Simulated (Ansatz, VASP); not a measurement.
## Al3Ni2Pd: VASP beside Ansatz

```xyz
6
Lattice="4.1802 0.0000 0.0000 -2.0901 3.6202 0.0000 0.0000 0.0000 5.1490" Properties=species:S:1:pos:R:3 pbc="T T T"
Al    0.0000    2.4135    0.9397
Al    2.0901    1.2067    4.2093
Al    0.0000    0.0000    2.5745
Ni    0.0000    2.4135    3.4292
Ni    2.0901    1.2067    1.7198
Pd    0.0000    0.0000    0.0000
```

Alike in both runs: functional PBE; k mesh 12 × 12 × 8; occupations gaussian, width 0.1 eV; no spin polarisation.

Ansatz relaxed the structure, and its values are those at the end. VASP's run is a single point on that final structure, the one shown.

|  | VASP | Ansatz |
| --- | --- | --- |
| version | VASP 6.6.1 | Ansatz 0.2.0 |
| potentials or method | VASP PAW PBE potentials, release 64 (Al, Ni, Pd), cutoff 520 eV | scalar-relativistic, plane waves, PAW |
| valence electrons in the cell | 39 | 63 |

|  | VASP | Ansatz | Ansatz less VASP |
| --- | --- | --- | --- |
| gap on the k mesh at the Fermi level (eV) | none | none | - |
| pressure (GPa) | 0.1 | 0.0 | -0.13 |

A gap of «none» marks a metal or a gap that the smearing closes. VASP's potentials hold 39 valence electrons a cell and Ansatz's 63, so a difference there can come from the potentials and not from the codes.
